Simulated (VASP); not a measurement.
# BAs (F-43m) in VASP: settings compared, part 2 of 2

VASP 6.6.1. Earlier steps stand in the parts before.

## 4. Single point, BLYP+D4

This run uses another cell than the first one, of 13.35 Å³/atom.

The input, INCAR:

```
SYSTEM = BAs
PREC = Accurate ; ENCUT = 560
EDIFF = 1E-6 ; ISMEAR = -1
SIGMA = 0.05 ; LREAL = .False.
LASPH = .True. ; NELM = 120
ALGO = Normal ; ISIF = 2
LWAVE = .False. ; LCHARG = .True.
GGA = B5 ; ALDAX = 1.0
AGGAX = 1.0 ; AGGAC = 1.0
ALDAC = 0.0 ; IVDW = 13
VDW_S6 = 1.0 ; VDW_S8 = 2.34076671
VDW_A1 = 0.44488865 ; VDW_A2 = 4.0933009
LELF = .True. ; LVHAR = .True.
NBANDS = 16 ; GGA_COMPAT = .False.
```

The input, KPOINTS:

```
regular mesh
0
Gamma
  10 10 10
  0 0 0
```

The input, POSCAR:

```
BAs
1.0
    0.0000000000      2.3724693156      2.3724693156
    2.3724693156      0.0000000000      2.3724693156
    2.3724693156      2.3724693156      0.0000000000
As B
1 1
Direct
    0.7500000000      0.7500000000      0.7500000000
    0.0000000000      0.0000000000      0.0000000000
```

Potentials or basis: VASP PAW PBE potentials, release 64 (As_d, B).

Started as:

```bash
cat potpaw_PBE.64/As_d/POTCAR potpaw_PBE.64/B/POTCAR > POTCAR
mpirun -np 1 vasp_std > vasp.out
```

OUTCAR:

```text
SYSTEM = BAs
   PREC = Accurate
   ENCUT = 560
   EDIFF = 1E-6
   ISMEAR = -1
   LREAL = .False.
   LASPH = .True.
   NELM = 120
   ISIF = 2
   GGA = B5
   IVDW = 13

 ion  position               nearest neighbor table
   1  0.750  0.750  0.750-   2 2.05   2 2.05   2 2.05   2 2.05
   2  0.000  0.000  0.000-   1 2.05   1 2.05   1 2.05   1 2.05

  LATTYP: Found a face centered cubic cell.
 ALAT       =     4.7449386312

  Lattice vectors:

 A1 = (   0.0000000000,   2.3724693156,   2.3724693156)
 A2 = (   2.3724693156,   0.0000000000,   2.3724693156)
 A3 = (   2.3724693156,   2.3724693156,   0.0000000000)

[... 640 lines left out ...]

  DFT-D4 for vdW energy calculation

  Edisp (eV):   -1.48512

  FORCE on cell =-STRESS in cart. coord.  units (eV):
  Direction    XX          YY          ZZ          XY          YZ          ZX
  --------------------------------------------------------------------------------------
  -------------------------------------------------------------------------------------
  Total       0.31066     0.31066     0.31066     0.00000    -0.00000     0.00000
  in kB      18.63660    18.63660    18.63660     0.00000    -0.00000     0.00000
  external pressure =       18.64 kB  Pullay stress =        0.00 kB

 VOLUME and BASIS-vectors are now :
 -----------------------------------------------------------------------------
  energy-cutoff  :      560.00
  volume of cell :       26.71
      direct lattice vectors                 reciprocal lattice vectors
     0.000000000  2.372469316  2.372469316    -0.210750882  0.210750882  0.210750882
     2.372469316  0.000000000  2.372469316     0.210750882 -0.210750882  0.210750882
     2.372469316  2.372469316  0.000000000     0.210750882  0.210750882 -0.210750882

 POSITION                                       TOTAL-FORCE (eV/Angst)
 -----------------------------------------------------------------------------------
      3.55870      3.55870      3.55870         0.000000     -0.000000      0.000000
      0.00000      0.00000      0.00000        -0.000000      0.000000     -0.000000
 -----------------------------------------------------------------------------------
    total drift:                               -0.000001     -0.000001     -0.000001

  FREE ENERGIE OF THE ION-ELECTRON SYSTEM (eV)
  ---------------------------------------------------
  free  energy   TOTEN  =       -11.4954314646 eV

  energy  without entropy=      -11.4954314529  energy(sigma->0) =      -11.49543146
```

OSZICAR:

```text
N       E                     dE             d eps       ncg     rms          rms(c)
DAV:   1     0.930093286204E+02    0.93009E+02   -0.87574E+03  1744   0.548E+03
DAV:   2    -0.972285246782E+00   -0.93982E+02   -0.88866E+02  1720   0.640E+02
DAV:   3    -0.105377421488E+02   -0.95655E+01   -0.95269E+01  1688   0.913E+01
DAV:   4    -0.107923353045E+02   -0.25459E+00   -0.25457E+00  1920   0.157E+01
DAV:   5    -0.107958786500E+02   -0.35433E-02   -0.35433E-02  1736   0.218E+00    0.545E+00
DAV:   6    -0.100833782426E+02    0.71250E+00   -0.11247E+00  1832   0.731E+00    0.261E+00
DAV:   7    -0.100173036430E+02    0.66075E-01   -0.18223E-01  1968   0.296E+00    0.114E+00
DAV:   8    -0.100102749989E+02    0.70286E-02   -0.24852E-02  2112   0.215E+00    0.137E-01
DAV:   9    -0.100102520124E+02    0.22986E-04   -0.17276E-03  1872   0.913E-01    0.585E-02
DAV:  10    -0.100103120649E+02   -0.60052E-04   -0.23489E-04  1896   0.340E-01    0.163E-02
DAV:  11    -0.100103127024E+02   -0.63757E-06   -0.25563E-05  2008   0.114E-01    0.635E-03
DAV:  12    -0.100103130405E+02   -0.33807E-06   -0.19797E-06  1800   0.296E-02
   1 F= -.11495431E+02 E0= -.11495431E+02  d E =-.116795E-07
```

It took 18 s on 1 thread of AMD EPYC 9R45 (Zen 5), shared host; peak memory 0.14 GiB.

What came out:

```
Free energy                : -11.4954 eV
Pressure                   : 1.9 GPa
Band gap on the k mesh     : 1.39 eV (least direct gap 3.39 eV)
Dispersion energy per atom : -0.743 eV
```

Levels at points of the mesh, in eV from the valence-band top:
| k point | band 5 | band 6 | band 7 | band 8 | band 9 | band 10 | band 11 | band 12 | band 13 | band 14 |
| --- | --- | --- | --- | --- | --- | --- | --- | --- | --- | --- |
| (0.00, 0.00, 0.00) | -35.66 | -15.49 | 0.00 | 0.00 | 0.00 | 3.39 | 3.39 | 3.39 | 4.90 | 10.08 |
| (0.50, 0.00, 0.00) | -35.66 | -12.60 | -8.77 | -1.83 | -1.83 | 2.90 | 4.96 | 4.96 | 9.18 | 13.05 |
| (0.50, 0.50, 0.00) | -35.65 | -11.29 | -8.51 | -4.08 | -4.08 | 1.66 | 1.68 | 11.52 | 11.52 | 13.06 |

Caveat: the PAW data sets were made with another functional, which shifts forces and pressure a little. A hybrid or GW would open this gap; BLYP tends to underestimate it.

## 5. Single point, RPBE+D4

This run uses another cell than the first one, of 14.44 Å³/atom.

The input, INCAR:

```
PREC = Accurate
ENCUT = 560
EDIFF = 1E-6
ISMEAR = -1
SIGMA = 0.05
LREAL = F
LASPH = T
NELM = 120
ALGO = Normal
ISIF = 2
LWAVE = F
LCHARG = F
GGA = RP
IVDW = 13
NBANDS = 16
GGA_COMPAT = F
```

The input, KPOINTS:

```
regular mesh
0
Gamma
  10 10 10
```

The input, POSCAR:

```
BAs
1.0
    0.0000000000      2.4353452264      2.4353452264
    2.4353452264      0.0000000000      2.4353452264
    2.4353452264      2.4353452264      0.0000000000
As B
1 1
Direct
    0.7500000000      0.7500000000      0.7500000000
    0.0000000000      0.0000000000      0.0000000000
```

Started as:

```bash
cat potpaw_PBE.64/As_d/POTCAR potpaw_PBE.64/B/POTCAR > POTCAR
mpirun -np 1 vasp_std > vasp.out
```

It took 13 s on 1 thread of Intel Xeon 6975P-C (Granite Rapids), shared host; peak memory 0.16 GiB.

The run converged. Its results:

```yaml
Free_energy: -12.2465 eV
Pressure: -11.2 GPa
Band_gap_on_the_k_mesh: 1.28 eV (least direct gap 3.22 eV)
Dispersion_energy_per_atom: -0.735 eV
```

Levels at points of the mesh, in eV from the valence-band top:
```csv
k point,band 7,band 8,band 9,band 10,band 11,band 12
"(0.00, 0.00, 0.00)",0.00,0.00,0.00,3.22,3.22,3.22
"(0.50, 0.00, 0.00)",-8.37,-1.73,-1.73,2.39,4.74,4.74
"(0.50, 0.50, 0.00)",-8.24,-3.84,-3.84,1.53,1.57,10.92
```

Caveat: the cell stands under tension; the PAW data sets were made with another functional, which shifts forces and pressure a little.

## 6. Single point, revPBE+D3(BJ)

This run uses another cell than the first one, of 13.35 Å³/atom.

The input, INCAR:

```
  ALGO = Normal
  EDIFF = 1E-6
  ENCUT = 560
  GGA = RE
  GGA_COMPAT = F
  ISIF = 2
  ISMEAR = -1
  IVDW = 12
  LASPH = T
  LCHARG = T
  LELF = T
  LREAL = F
  LVHAR = T
  LWAVE = F
  NBANDS = 16
  NELM = 120
  PREC = Accurate
  SIGMA = 0.05
```

The input, KPOINTS:

```
k-points
0
Gamma
  10 10 10
```

The input, POSCAR:

```
BAs
1.0
    0.0000000000      2.3724693156      2.3724693156
    2.3724693156      0.0000000000      2.3724693156
    2.3724693156      2.3724693156      0.0000000000
As B
1 1
Direct
    0.7500000000      0.7500000000      0.7500000000
    0.0000000000      0.0000000000      0.0000000000
```

Potentials or basis: VASP PAW PBE potentials, release 64 (As_d, B).

Started as:

```bash
cat potpaw_PBE.64/As_d/POTCAR potpaw_PBE.64/B/POTCAR > POTCAR
mpirun -np 1 vasp_std > vasp.out
```

Run time: 26 s. Hardware: 1 thread of AMD EPYC 7R13 (Zen 3), shared host; peak memory 0.14 GiB.

Results (log left out):

- Free energy: -12.1931 eV
- Pressure: -0.4 GPa
- Band gap on the k mesh: 1.18 eV (least direct gap 3.31 eV)
- Dispersion energy per atom: -0.665 eV

Levels at points of the mesh, in eV from the valence-band top:
| k point | band 7 | band 8 | band 9 | band 10 | band 11 | band 12 |
| --- | --- | --- | --- | --- | --- | --- |
| (0.00, 0.00, 0.00) | 0.00 | 0.00 | 0.00 | 3.31 | 3.31 | 3.31 |
| (0.50, 0.00, 0.00) | -8.94 | -1.86 | -1.86 | 2.83 | 4.82 | 4.82 |
| (0.50, 0.50, 0.00) | -8.66 | -4.16 | -4.16 | 1.42 | 1.47 | 11.66 |

Caveat: the PAW data sets were made with another functional, which shifts forces and pressure a little.

## 7. Overview

```tsv
task	level	potentials or basis	cell	k mesh	cutoff (eV)	grid for exact exchange (PRECFOCK)	share of exact exchange	screening parameter	gap on the mesh (eV)	pressure (GPa)
single point	BLYP+D4	VASP PAW PBE potentials, release 64 (As_d, B)	a = 3.332 Å, angles 60.0°, 2 atoms	10 × 10 × 10	560	-	-	-	1.38	4.9
relaxation of cell and atoms	PBE-based screened hybrid with 25 % exact exchange	VASP PAW PBE potentials, release 64 (As, B)	relaxed from a = 3.378 Å, angles 60.0°, 2 atoms	5 × 5 × 5	600	Normal	0.25	0.3 1/Å	1.67	-0.1
single point	BLYP+D4	VASP PAW PBE potentials, release 64 (As_d, B)	a = 3.355 Å, angles 60.0°, 2 atoms	10 × 10 × 10	560	-	-	-	1.39	1.9
single point	RPBE+D4	VASP PAW PBE potentials, release 64 (As_d, B)	a = 3.444 Å, angles 60.0°, 2 atoms	10 × 10 × 10	560	-	-	-	1.28	-11.2
single point	revPBE+D3(BJ)	VASP PAW PBE potentials, release 64 (As_d, B)	a = 3.355 Å, angles 60.0°, 2 atoms	10 × 10 × 10	560	-	-	-	1.18	-0.4
```

Alike in all rows: no spin polarisation; smearing fermi-dirac 0.05 eV.

Caveats: some runs use coarse meshes; the PAW data sets were made with another functional, which shifts forces and pressure a little; the cell stands under pressure (at least some runs); the relaxation stopped at its first step, so nothing moved (at least some runs); an odd mesh through Γ misses points on the zone boundary, where band edges can lie (at least some runs); the cell stands under tension (at least some runs).

Absolute energies hang on the potentials; compare differences alone.
